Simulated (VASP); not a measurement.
Write the native input for VASP 6.6.1 that does the following.

- Task: single point
- Functional: PBE
- Potentials or basis: VASP PAW PBE potentials, release 64 (Co, Si)
- Cutoff: 520 eV
- k mesh: 14 × 14 × 14
- Occupations: fermi-dirac, width 0.03 eV
- Spin: collinear spin, ferromagnetic start
- Starting moments: [0.15, 0.0] μB
- Fixed moment: 0.15 μB
- Dipole correction: no
- Further INCAR settings: ALGO = Normal; EDIFF = 1e-06; NBANDS = 18

The structure of CoSi lies in POSCAR:

```
CoSi
1.0
    2.7813340000      0.0000000000      0.0000000000
    0.0000000000      2.7813340000      0.0000000000
    0.0000000000      0.0000000000      2.7813340000
Co Si
1 1
Direct
    0.0000000000      0.0000000000      0.0000000000
    0.5000000000      0.5000000000      0.5000000000
```

These files were run (other wordings do the same):

INCAR

```
SYSTEM = CoSi
  PREC = Accurate
  ENCUT = 520
  EDIFF = 1E-6
  ISMEAR = -1
  SIGMA = 0.03
  LREAL = .FALSE.
  LASPH = .TRUE.
  NELM = 150
  ALGO = Normal
  ISIF = 2
  LWAVE = .FALSE.
  LCHARG = .TRUE.
  ISPIN = 2
  MAGMOM = 0.15 0
  LORBIT = 11
  NUPDOWN = 0.15
  LMAXMIX = 4
  GGA = PE
  LELF = .TRUE.
  LVHAR = .TRUE.
  NBANDS = 18
```

KPOINTS

```
regular mesh
0
G
  14 14 14
  0 0 0
```

Potentials or basis: VASP PAW PBE potentials, release 64 (Co, Si).

The run is started by

```sh
$ cat potpaw_PBE.64/Co/POTCAR potpaw_PBE.64/Si/POTCAR > POTCAR
$ mpirun -np 1 vasp_std > vasp.out
```

It gave:

```
Pressure                                              : -0.1 GPa
Net moment                                            : 0.15 μB per cell
Site moments                                          : Co +0.16; Si +0.00 μB
Valence electrons inside the program's atomic spheres : Co 8.62; Si 1.57
```

Caveat: the total moment is fixed, so each spin has its own Fermi level.

Run time: 37 s on 1 thread of Intel(R) Xeon(R) Platinum 8559C (Emerald Rapids), on a shared host, peak memory 0.2 GiB.
